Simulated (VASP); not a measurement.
# AlN (F-43m) in VASP: a series of runs

AlN is run at these levels: PBE; tasks: G0W0 quasiparticle levels.

Everything below comes from runs of VASP 6.6.1. Logs are shortened: lines on timing, memory, paths and dates and some standing lists are left out, and cuts for length are marked.

### 1 The cell of the first run

The structure is cubic, space group F-43m (No. 216). The conventional cell has a = 4.370 Å, b = 4.370 Å, c = 4.370 Å, α = 90.00°, β = 90.00°, γ = 90.00°. Within 2.5 Å of Al (site symmetry -43m) lie 4 N at 1.89 Å. Within 2.5 Å of N (site symmetry -43m) lie 4 Al at 1.89 Å.

### 2 G0W0 quasiparticle levels, PBE

Input file POSCAR:

```
AlN
1.0
    0.0000000000      2.1848764208      2.1848764208
    2.1848764208      0.0000000000      2.1848764208
    2.1848764208      2.1848764208      0.0000000000
Al N
1 1
Direct
    0.0000000000      0.0000000000      0.0000000000
    0.2500000000      0.2500000000      0.2500000000
```

Input file INCAR.step1:

```
SYSTEM = AlN
  ALGO = Normal
  EDIFF = 1E-8
  ENCUT = 500
  GGA = PE
  ISMEAR = 0
  LASPH = .TRUE.
  LCHARG = .FALSE.
  LREAL = .FALSE.
  LWAVE = .TRUE.
  NELM = 100
  PREC = Accurate
  SIGMA = 0.01
```

Input file INCAR.step2:

```
SYSTEM = AlN
  ALGO = Exact
  EDIFF = 1E-8
  ENCUT = 500
  GGA = PE
  ISMEAR = 0
  ISTART = 1
  LASPH = .TRUE.
  LCHARG = .FALSE.
  LOPTICS = .TRUE.
  LREAL = .FALSE.
  LWAVE = .TRUE.
  NBANDS = 64
  NELM = 1
  PREC = Accurate
  SIGMA = 0.01
```

Input file INCAR.step3:

```
SYSTEM = AlN
  ALGO = EVGW0
  EDIFF = 1E-8
  ENCUT = 500
  ENCUTGW = 80.0
  GGA = PE
  ISMEAR = 0
  ISTART = 1
  LASPH = .TRUE.
  LCHARG = .FALSE.
  LREAL = .FALSE.
  LWAVE = .FALSE.
  NBANDS = 64
  NBANDSGW = 12
  NELMGW = 1
  NOMEGA = 48
  PREC = Accurate
  PRECFOCK = Fast
  SIGMA = 0.01
```

Input file KPOINTS:

```
k-points
0
G
  4 4 4
  0 0 0
```

Potentials or basis: VASP PAW PBE potentials, release 64 (Al_GW, N_GW).

Run with:

```bash
$ cat potpaw_PBE.64/Al_GW/POTCAR potpaw_PBE.64/N_GW/POTCAR > POTCAR
$ cp INCAR.step1 INCAR
$ mpirun -np 1 vasp_std > vasp.out
$ cp INCAR.step2 INCAR
$ mpirun -np 1 vasp_std > vasp.out
$ cp INCAR.step3 INCAR
$ mpirun -np 1 vasp_std > vasp.out
```

OUTCAR:

```text
SYSTEM = AlN
   EDIFF = 1E-8
   ENCUT = 500
   ENCUTGW = 80.0
   GGA = PE
   ISMEAR = 0
   ISTART = 1
   LASPH = .TRUE.
   LREAL = .FALSE.
   NELMGW = 1
   PREC = Accurate
   PRECFOCK = Fast

 ion  position               nearest neighbor table
   1  0.000  0.000  0.000-   2 1.89   2 1.89   2 1.89   2 1.89
   2  0.250  0.250  0.250-   1 1.89   1 1.89   1 1.89   1 1.89

  LATTYP: Found a face centered cubic cell.
 ALAT       =     4.3697528416

  Lattice vectors:

 A1 = (   0.0000000000,   2.1848764208,   2.1848764208)
 A2 = (   2.1848764208,   0.0000000000,   2.1848764208)
 A3 = (   2.1848764208,   2.1848764208,   0.0000000000)

Analysis of symmetry for initial positions (statically):
=====================================================================
 Subroutine PRICEL returns:
 Original cell was already a primitive cell.

 Routine SETGRP: Setting up the symmetry group for a
 face centered cubic supercell.

 Subroutine GETGRP returns: Found 24 space group operations
 (whereof 24 operations were pure point group operations)
 out of a pool of 48 trial point group operations.

The static configuration has the point symmetry T_d .

Analysis of symmetry for dynamics (positions and initial velocities):
=====================================================================
 Subroutine PRICEL returns:
 Original cell was already a primitive cell.

 Routine SETGRP: Setting up the symmetry group for a
 face centered cubic supercell.

 Subroutine GETGRP returns: Found 24 space group operations
 (whereof 24 operations were pure point group operations)
 out of a pool of 48 trial point group operations.

The dynamic configuration has the point symmetry T_d .

 Subroutine INISYM returns: Found 24 space group operations
 (whereof 24 operations are pure point group operations),
 and found     1 'primitive' translations

----------------------------------------------------------------------------------------

                                     Primitive cell

  volume of cell :      20.8598

  direct lattice vectors                    reciprocal lattice vectors
     0.000000000  2.184876421  2.184876421    -0.228845895  0.228845895  0.228845895
     2.184876421  0.000000000  2.184876421     0.228845895 -0.228845895  0.228845895
     2.184876421  2.184876421  0.000000000     0.228845895  0.228845895 -0.228845895

  length of vectors
     3.089881866  3.089881866  3.089881866     0.396372717  0.396372717  0.396372717

  position of ions in fractional coordinates (direct lattice)
     0.000000000  0.000000000  0.000000000
     0.250000000  0.250000000  0.250000000

  ion indices of the primitive-cell ions
   primitive index   ion index
                 1           1
                 2           2

----------------------------------------------------------------------------------------

 KPOINTS: k-points

Automatic generation of k-mesh.
 Grid dimensions read from file:
 generate k-points for:    4    4    4

 Generating k-lattice:

  Cartesian coordinates                     Fractional coordinates (reciprocal lattice)
    -0.057211474  0.057211474  0.057211474     0.250000000  0.000000000  0.000000000
     0.057211474 -0.057211474  0.057211474     0.000000000  0.250000000  0.000000000
     0.057211474  0.057211474 -0.057211474     0.000000000  0.000000000  0.250000000

  Length of vectors
     0.099093179  0.099093179  0.099093179

  Shift w.r.t. Gamma in fractional coordinates (k-lattice)
     0.000000000  0.000000000  0.000000000

 Subroutine IBZKPT returns following result:
 ===========================================

 Found      8 irreducible k-points:

 Following reciprocal coordinates:
            Coordinates               Weight
  0.000000  0.000000  0.000000      1.000000
  0.250000  0.000000  0.000000      8.000000
  0.500000  0.000000  0.000000      4.000000
  0.250000  0.250000  0.000000      6.000000
  0.500000  0.250000  0.000000     24.000000
 -0.250000  0.250000  0.000000     12.000000
  0.500000  0.500000  0.000000      3.000000
 -0.250000  0.500000  0.250000      6.000000
   k-points           NKPTS =      8   k-points in BZ     NKDIM =     64   number of bands    NBANDS=     64
   number of dos      NEDOS =    301   number of ions     NIONS =      2
   total plane-waves  NPLWV =  13824
   dimension x,y,z NGX =    24 NGY =   24 NGZ =   24
   dimension x,y,z NGXF=    48 NGYF=   48 NGZF=   48
   ions per type =               1   1
   NGX,Y,Z   is equivalent  to a cutoff of  12.91, 12.91, 12.91 a.u.
   NGXF,Y,Z  is equivalent  to a cutoff of  25.83, 25.83, 25.83 a.u.
 SYSTEM =  AlN
   PREC   = accura    normal or accurate (medium, high low for compatibility)
   ISTART =      1    job   : 0-new  1-cont  2-samecut
   ICHARG =      0    charge: 1-file 2-atom 10-const
   ISPIN  =      1    spin polarized calculation?
   LNONCOLLINEAR =      F non collinear calculations
   LSORBIT =      F    spin-orbit coupling
   LASPH  =      T    aspherical Exc in radial PAW
   ENCUT  =  500.0 eV  36.75 Ry    6.06 a.u.   5.63  5.63  5.63*2*pi/ulx,y,z
   NELM   =     60;   NELMIN=  2; NELMDL=  0     # of ELM steps
   EDIFF  = 0.1E-07   stopping-criterion for ELM
   LREAL  =      F    real-space projection
   EDIFFG = 0.1E-06   stopping-criterion for IOM
   NSW    =      0    number of steps for IOM
   IBRION =     -1    ionic relax: 0-MD 1-quasi-New 2-CG
   NFREE  =      0    steps in history (QN), initial steepest desc. (CG)
   ISIF   =      0    stress and relaxation
   ISYM   =      3    0-nonsym 1-usesym 2-fastsym
   POTIM  = 0.5000    time-step for ionic-motion
   TEBEG  =    0.0;   TEEND  =   0.0 temperature during run
   PSTRESS=    0.0 pullay stress
   NELECT =       8.0000    total number of electrons
   NUPDOWN=      -1.0000    fix difference up-down
   EMIN   =  10.00;   EMAX   =-10.00  energy-range for DOS
   EFERMI =   0.00;   METHOD = LEGACY
   ISMEAR =     0;   SIGMA  =   0.01  broadening in eV -4-tet -1-fermi 0-gaus
   EFERMI_NEDOS =   21; number of points for ismear=-14 and -15
   IALGO  =     38    algorithm
   IMIX   =      4    mixing-type and parameters
     AMIX     =   0.40;   BMIX     =  1.00
     AMIX_MAG =   1.60;   BMIX_MAG =  1.00
  volume/ion in A,a.u.               =      10.43        70.38
  Fermi-wavevector in a.u.,A,eV,Ry     =   1.189418  2.247675 19.248378  1.414716
  Thomas-Fermi vector in A             =   2.325526
   LORBIT       =      0    0 simple, 1 ext, 2 COOP (PROOUT), +10 PAW based schemes
   GGA     = PE    functional components
   LHFCALC =     T    Hartree Fock is set to
   PRECFOCK=fast      Normal, Fast or Accurate (Low or Medium for compatibility)
   ENCUT4O =  -1.0   cutoff for four orbital integrals eV
   NKREDX  =     1    reduce k-point grid by
   NKREDY  =     1    reduce k-point grid by
   NKREDZ  =     1    reduce k-point grid by
   AEXX    =    1.0000 exact exchange contribution
   HFSCREEN=    0.0000 screening length (either q_TF or 0.3 A-1)
   HFSCREENC=   0.0000 screening length for correlation (either q_TF or 0.3 A-1)
   ENCUTFOCK=  -1.0 apply spherical cutoff to Coloumb kernel
   IVDW    =     0    specifies the selected vdW correction
   LEPSILON=     F    determine dielectric tensor
   LRPA    =     F    only Hartree local field effects (RPA)
   LRPAFORCE           =     F    calculate RPA forces
   ENCUTGW             =  80.0    cutoff for response function in eV
   ENCUTGWSOFT         =  64.0    soft cutoff for Coulomb kernel in GW response function in eV
   ENCUTLF             =  -1.0    cutoff for local field effects
   NELMGW              =     1    number of iterations in solving QP/BSE equation
   NELMHF              =     1    number of iterations in the inner HF iteration
   NKREDLFX            =     1    NKREDLFY  =   1   NKREDLFZ  =   1
 non-spin polarized calculation
 Gauss-broadening in eV      SIGMA  =   0.01
  energy-cutoff  :      500.00
  volume of cell :       20.86
 maximum number of plane-waves:       544
 NGX is ok and might be reduce to    24
  NGX = 14; NGY = 14; NGZ = 14
   NGX = 11   NGY = 11   NGZ = 11
 maximum number of plane-waves:        40
 NGX is ok and might be reduce to    10

 QP shifts <psi_nk| G(iteration)W_0 |psi_nk>: iteration 1
 for sc-GW calculations column KS-energies equals QP-energies in previous step
 and V_xc(KS)=  KS-energies - (<T + V_ion + V_H > + <T+V_H+V_ion>^1  + <V_x>^1)

 k-point   1 :       0.0000    0.0000    0.0000
  band No.  KS-energies  QP-energies   sigma(KS)   V_xc(KS)     V^pw_x(r,r')   Z            occupation Imag(sigma)

      1     -10.0190     -11.3097     -16.5947     -14.7838     -24.7534       0.7127       2.0000       1.2867
      2       4.9672       4.3875     -17.4962     -16.7525     -20.8949       0.7794       2.0000       0.1188
      3       4.9672       4.3875     -17.4962     -16.7525     -20.8949       0.7794       2.0000       0.1188
      4       4.9672       4.3875     -17.4962     -16.7525     -20.8949       0.7794       2.0000       0.1188
      5       9.1364       9.8921     -11.5552     -12.4955      -7.6583       0.8038       0.0000      -0.0969
      6      17.4795      18.4766      -9.0165     -10.2687      -4.0096       0.7963       0.0000      -0.1627
      7      17.4795      18.4766      -9.0165     -10.2687      -4.0096       0.7963       0.0000      -0.1627
      8      17.4795      18.4766      -9.0165     -10.2687      -4.0096       0.7963       0.0000      -0.1627
      9      22.6118      23.6818      -9.0895     -10.4456      -3.6806       0.7891       0.0000      -0.3101
     10      22.6118      23.6818      -9.0895     -10.4456      -3.6806       0.7891       0.0000      -0.3101
     11      24.0093      24.5678      -8.9199      -9.6358      -2.5812       0.7801       0.0000      -0.8272
     12      24.0093      24.5678      -8.9199      -9.6358      -2.5812       0.7801       0.0000      -0.8272

 k-point   2 :       0.2500    0.0000    0.0000
  band No.  KS-energies  QP-energies   sigma(KS)   V_xc(KS)     V^pw_x(r,r')   Z            occupation Imag(sigma)
[... 97 lines left out ...]
      1      -7.2765      -8.4278     -18.4788     -16.8778     -26.2638       0.7191       2.0000       0.8769
      2       1.1731       0.1737     -15.3309     -13.9998     -19.2330       0.7508       2.0000       0.1917
      3       1.5230       0.4837     -15.3121     -13.9332     -19.0964       0.7537       2.0000       0.1762
      4       2.2595       1.3024     -15.0184     -13.7720     -18.3962       0.7679       2.0000       0.1470
      5      10.9946      11.7927     -10.7716     -11.7747      -6.8261       0.7955       0.0000      -0.1061
      6      16.3738      17.4016     -10.6275     -11.9308      -5.8346       0.7886       0.0000      -0.1587
      7      16.9024      17.7395      -9.3617     -10.4264      -4.0297       0.7862       0.0000      -0.2263
      8      17.1081      18.5975     -11.7463     -13.6738      -6.6466       0.7727       0.0000      -0.1850
      9      22.1528      23.2283      -9.8284     -11.2561      -3.5281       0.7533       0.0000      -0.4599
     10      23.8339      24.7219      -9.5327     -10.6849      -3.3614       0.7707       0.0000      -0.5506
     11      29.9142      31.5745     -10.7668     -12.9284      -4.1151       0.7681       0.0000      -0.8841
     12      30.2328      31.5832     -10.4275     -12.1104      -4.0476       0.8024       0.0000      -1.0604
```

Run time: 18 s. Hardware: 1 thread of Intel Xeon 6975P-C (Granite Rapids), shared host; peak memory 0.19 GiB.

What came out:

| Quantity | Value |
| --- | --- |
| Band gap on the k mesh, mean-field level | 3.29 eV, indirect (least direct gap 4.17 eV) |
| Quasiparticle gap | 4.31 eV |
| Least direct quasiparticle gap | 5.50 eV |

Caveat: the k points lie up to 0.62 Å⁻¹ apart; bands, screening cutoff and mesh are small and nothing is extrapolated, so the quasiparticle values aren't converged. A k mesh can miss the band edges.

[end of part 1 of 2]
